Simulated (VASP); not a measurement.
# SrTiO3 in VASP: notebook, part 2 of 2

VASP 6.6.1.

## Step 4: Single point, r2SCAN+U (biaxial strain in the a-b plane: +3.0 %, then relaxed in part)

File POSCAR:

```
SrTiO3
1.0
    4.0352425850      0.0000000000      0.0000000000
    0.0000000000      4.0352425850      0.0000000000
    0.0000000000      0.0000000000      3.8522833989
Sr Ti O
1 1 3
Direct
    0.0000000000      0.0000000000      0.0000000000
    0.5000000000      0.5000000000      0.5000000000
    0.5000000000      0.0000000000      0.5000000000
    0.5000000000      0.5000000000      0.0000000000
    0.0000000000      0.5000000000      0.5000000000
```

File INCAR.step1:

```
SYSTEM = SrTiO3
PREC = Accurate ; ENCUT = 520
ISMEAR = 0 ; SIGMA = 0.02
LREAL = .FALSE. ; LASPH = .TRUE.
NELM = 150 ; LMAXMIX = 4
LDAU = .TRUE. ; LDAUTYPE = 2
LDAUL = -1 2 -1 ; LDAUU = 0 4 0
LDAUJ = 0 0 0 ; NBANDS = 28
GGA = PE ; ALGO = Normal
EDIFF = 1E-4 ; LWAVE = .TRUE.
LCHARG = .FALSE.
```

File INCAR.step2:

```
SYSTEM = SrTiO3
PREC = Accurate ; ENCUT = 520
EDIFF = 1E-6 ; ISMEAR = 0
SIGMA = 0.02 ; LREAL = .FALSE.
LASPH = .TRUE. ; NELM = 150
ALGO = Normal ; ISIF = 2
LWAVE = .FALSE. ; LCHARG = .FALSE.
LMAXMIX = 4 ; LDAU = .TRUE.
LDAUTYPE = 2 ; LDAUL = -1 2 -1
LDAUU = 0 4 0 ; LDAUJ = 0 0 0
LDAUPRINT = 1 ; METAGGA = R2SCAN
LMIXTAU = .TRUE. ; NBANDS = 28
ISTART = 1
```

File KPOINTS:

```
Automatic mesh
0
G
  6 6 6
  0 0 0
```

Potentials or basis: VASP PAW PBE potentials, release 64 (Sr_sv, Ti_sv, O).

On the command line:

```
$ cat potpaw_PBE.64/Sr_sv/POTCAR potpaw_PBE.64/Ti_sv/POTCAR potpaw_PBE.64/O/POTCAR > POTCAR
$ cp INCAR.step1 INCAR
$ mpirun -np 1 vasp_std > vasp.out
$ cp INCAR.step2 INCAR
$ mpirun -np 1 vasp_std > vasp.out
```

OUTCAR:

```text
SYSTEM = SrTiO3
   PREC = Accurate
   ENCUT = 520
   EDIFF = 1E-6
   ISMEAR = 0
   LREAL = .FALSE.
   LASPH = .TRUE.
   NELM = 150
   ISIF = 2
   METAGGA = R2SCAN
   ISTART = 1

 ion  position               nearest neighbor table
   1  0.000  0.000  0.000-   3 2.79   5 2.79   3 2.79   5 2.79   5 2.79   5 2.79   3 2.79   3 2.79
                             4 2.85   4 2.85   4 2.85   4 2.85   2 3.44   2 3.44   2 3.44   2 3.44
   2  0.500  0.500  0.500-   4 1.93   4 1.93   5 2.02   3 2.02   3 2.02   5 2.02   1 3.44   1 3.44
                             1 3.44   1 3.44   1 3.44   1 3.44   1 3.44   1 3.44
   3  0.500  0.000  0.500-   2 2.02   2 2.02   1 2.79   1 2.79   1 2.79   1 2.79
   4  0.500  0.500  0.000-   2 1.93   2 1.93   1 2.85   1 2.85   1 2.85   1 2.85
   5  0.000  0.500  0.500-   2 2.02   2 2.02   1 2.79   1 2.79   1 2.79   1 2.79

  LATTYP: Found a simple tetragonal cell.
 ALAT       =     4.0352425850
 C/A-ratio  =     0.9546596810

  Lattice vectors:

 A1 = (   4.0352425850,   0.0000000000,   0.0000000000)
 A2 = (   0.0000000000,   4.0352425850,   0.0000000000)
 A3 = (   0.0000000000,   0.0000000000,   3.8522833989)

[... 218 lines left out ...]

 val. band max:        3.5817328960   @ k =   0.5000   0.5000   0.5000
 cond. band min:       6.2505447393   @ k =   0.0000   0.0000   0.0000
 fundamental gap:      2.6688118433
 Fermi energy:         3.6869888631

 k-point     1 :       0.0000    0.0000    0.0000
  band No.  band energies     occupation
      1     -56.3726      2.00000
      2     -31.5033      2.00000
      3     -31.4788      2.00000
      4     -31.4788      2.00000
      5     -30.4698      2.00000
      6     -14.7760      2.00000
[... 733 lines left out ...]
     27      12.1501      0.00000
     28      12.9671      0.00000

 [... further k-points ...]

------------------------ aborting loop because EDIFF is reached ----------------------------------------

  FORCE on cell =-STRESS in cart. coord.  units (eV):
  Direction    XX          YY          ZZ          XY          YZ          ZX
  --------------------------------------------------------------------------------------
  -------------------------------------------------------------------------------------
  Total       -2.9841253     -2.9841253      1.3932813      0.0000000     -0.0000000      0.0000000
  in kB      -76.2202060    -76.2202060     35.5870402      0.0000000     -0.0000000      0.0000000
  external PRESSURE =     -38.9511239 kB  Pullay stress =       0.0000000 kB

 VOLUME and BASIS-vectors are now :
 -----------------------------------------------------------------------------
  energy-cutoff  :      520.00
  volume of cell :       62.73
      direct lattice vectors                 reciprocal lattice vectors
     4.035242585  0.000000000  0.000000000     0.247816576  0.000000000  0.000000000
     0.000000000  4.035242585  0.000000000     0.000000000  0.247816576  0.000000000
     0.000000000  0.000000000  3.852283399     0.000000000  0.000000000  0.259586302

 POSITION                                       TOTAL-FORCE (eV/Angst)
 -----------------------------------------------------------------------------------
      0.00000      0.00000      0.00000         0.000000      0.000000      0.000000
      2.01762      2.01762      1.92614         0.000000      0.000000      0.000000
      2.01762      0.00000      1.92614         0.000000      0.000000      0.000000
      2.01762      2.01762      0.00000         0.000000      0.000000      0.000000
      0.00000      2.01762      1.92614         0.000000      0.000000      0.000000
 -----------------------------------------------------------------------------------
    total drift:                                0.000000      0.000000     -0.000000

  FREE ENERGIE OF THE ION-ELECTRON SYSTEM (eV)
  ---------------------------------------------------
  free  energy   TOTEN  =       -60.6260917041 eV

  energy  without entropy=      -60.6260917041  energy(sigma->0) =      -60.62609170
```

It took 2.4 min on 1 thread of Intel Xeon 6975P-C (Granite Rapids), shared host; peak memory 0.21 GiB.

What came out:

* Free energy: -60.6261 eV
* Pressure: -3.9 GPa
* Band gap on the k mesh: 2.67 eV (least direct gap 3.13 eV)

Levels at points of the mesh, in eV from the valence-band top:
| k point | band 16 | band 17 | band 18 | band 19 | band 20 | band 21 | band 22 | band 23 | band 24 | band 25 |
| --- | --- | --- | --- | --- | --- | --- | --- | --- | --- | --- |
| (0.00, 0.00, 0.00) | -1.21 | -1.04 | -0.48 | -0.48 | -0.46 | 2.67 | 2.73 | 2.73 | 4.16 | 4.37 |
| (0.50, 0.00, 0.00) | -2.05 | -1.96 | -1.88 | -0.85 | -0.82 | 2.88 | 4.28 | 4.29 | 4.32 | 6.34 |
| (0.50, 0.50, 0.00) | -2.39 | -1.99 | -1.78 | -1.78 | -0.19 | 4.29 | 4.29 | 4.75 | 5.45 | 7.88 |
| (0.00, 0.00, 0.50) | -2.49 | -2.34 | -1.89 | -0.87 | -0.87 | 2.88 | 4.17 | 4.68 | 4.68 | 6.47 |
| (0.50, 0.00, 0.50) | -2.57 | -1.97 | -1.51 | -1.50 | -0.09 | 4.31 | 4.69 | 5.01 | 5.06 | 8.22 |
| (0.50, 0.50, 0.50) | -3.72 | -3.33 | -0.08 | 0.00 | 0.00 | 4.94 | 5.18 | 5.18 | 7.21 | 7.40 |

Eigenvalues of the final occupation matrices:
| site | spin | trace | eigenvalues |
| --- | --- | --- | --- |
| site 2 d | 1 | 0.76 | 0.09 0.10 0.10 0.22 0.26 |
| site 2 d | 2 | 0.76 | 0.09 0.10 0.10 0.22 0.26 |

Caveat: the cell differs from its parent crystal (biaxial strain in the a-b plane: +3.0 %, then relaxed in part); the stress differs along the axes, from -8 to 4 GPa; the PAW data sets were made with another functional, which shifts forces and pressure a little.

## Step 5: Overview

```tsv
potentials or basis	cell	cutoff (eV)	gap on the mesh (eV)	pressure (GPa)
VASP PAW PBE potentials, release 64 (Sr_sv, Ti_sv, O)	a = 4.035, b = 4.035, c = 3.847 Å, 5 atoms	520	2.67	-3.6
VASP PAW PBE potentials, release 64 (Sr_sv, Ti_sv, O_h)	a = 3.658 Å, 5 atoms	1480	3.33	65.6
VASP PAW PBE potentials, release 64 (Sr_sv, Ti_sv, O)	a = 4.035, b = 4.035, c = 3.852 Å, 5 atoms	520	2.67	-3.9
```

Alike in all rows: task single point; level r2SCAN+U; no spin polarisation; Ti d U = 4.0 eV; k mesh 6 × 6 × 6; smearing gaussian 0.02 eV.

Caveats: the PAW data sets were made with another functional, which shifts forces and pressure a little; the stress differs along the axes, from -8 to 4 GPa (at least some runs); the cell stands under pressure (at least some runs).

Absolute energies hang on the potentials; compare differences alone.
